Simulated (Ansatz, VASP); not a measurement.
# TiAl in VASP and in Ansatz

```
Ti Al
1.0
     2.90499    0.00000    0.00000
    -1.45250    2.51580    0.00000
     0.00000    0.00000    4.73964
Ti Al
1 1
Cartesian
  0.0000 0.0000 0.0000
  0.0000 1.6772 2.3698
```

Alike in both runs: task single point; functional PBE; k mesh 11 × 11 × 6; occupations fermi-dirac, width 0.05 eV; no spin polarisation.

```csv
,VASP,Ansatz
version,VASP 6.6.1,Ansatz 0.2.0
potentials or method,"VASP PAW PBE potentials, release 64 (Ti_sv, Al)",Ansatz PAW
plane-wave cutoff (eV),520,420
valence electrons in the cell,15,15
```

```csv
,VASP,Ansatz,Ansatz less VASP
gap on the k mesh at the Fermi level (eV),none,none,-
pressure (GPa),-3.7,-3.6,+0.06
"traceless stress, the component that is largest in VASP (GPa)",-1.60,-1.63,-0.033
```

A gap of «none» marks a metal or a gap that the smearing closes.
